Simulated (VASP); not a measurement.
Write the native input for VASP 6.6.1 that does the following.

| Property | Result |
| --- | --- |
| Task | single point |
| Functional | LDA |
| Potentials or basis | VASP PAW LDA potentials, release 64 (Pb_d, O) |
| Cutoff | 520 eV |
| k mesh | 3 × 3 × 1 |
| Occupations | fermi-dirac, width 0.1 eV |
| Spin | no spin polarisation |
| Dipole correction | no |
| Further INCAR settings | ALGO = Normal; EDIFF = 1e-06; NBANDS = 99 |

The structure of Pb12O lies in POSCAR:

```
Pb12O
1.0
    7.0003570000      0.0000000000      0.0000000000
    3.5001790000      6.0624870000      0.0000000000
    0.0000000000      0.0000000000     18.7157680000
Pb O
12 1
Direct
    0.1666667207      0.1666667491      0.0534308825
    0.6666666492      0.1666667491      0.0534308825
    0.1666666905      0.6666666667      0.0534308825
    0.6666667619      0.6666666667      0.0534308825
   -0.1789980382      0.3299146044      0.1938705908
    0.3495306720      0.3287701895      0.1940721321
   -0.1469100955      0.7953793550      0.1878456177
    0.3201385085      0.8605760309      0.1928682809
   -0.0201324176      0.0034132857      0.3356654667
    0.5195643455      0.0016262303      0.3354581549
    0.0038400723      0.4934476561      0.3315392134
    0.4796897954      0.5404201279      0.3388586031
    0.2923210512     -0.0834405088      0.3846770808
```

One way to write it, as run:

INCAR

```
  PREC = Accurate
  ENCUT = 520
  EDIFF = 1E-6
  ISMEAR = -1
  SIGMA = 0.1
  LREAL = F
  LASPH = T
  NELM = 80
  ALGO = Normal
  ISIF = 2
  LWAVE = F
  LCHARG = T
  LELF = T
  LVHAR = T
  NBANDS = 99
```

KPOINTS

```
regular mesh
0
Gamma
  3 3 1
```

Potentials or basis: VASP PAW LDA potentials, release 64 (Pb_d, O).

Run with:

```bash
$ cat potpaw_LDA.64/Pb_d/POTCAR potpaw_LDA.64/O/POTCAR > POTCAR
$ mpirun -np 1 vasp_std > vasp.out
```

It gave:

| Item | Value |
| --- | --- |
| Largest force | 0.564 eV/Å |
| Band gap on the k mesh | zero (bands 87 and 88 overlap by 0.29 eV) |

Caveat: there is no dipole correction, which matters where the two faces differ; spin-orbit coupling is left out, which moves the levels of the heavy elements.

It took 27 min on 1 thread of Intel Xeon 8259CL, with other jobs on the host, peak memory 0.74 GiB.
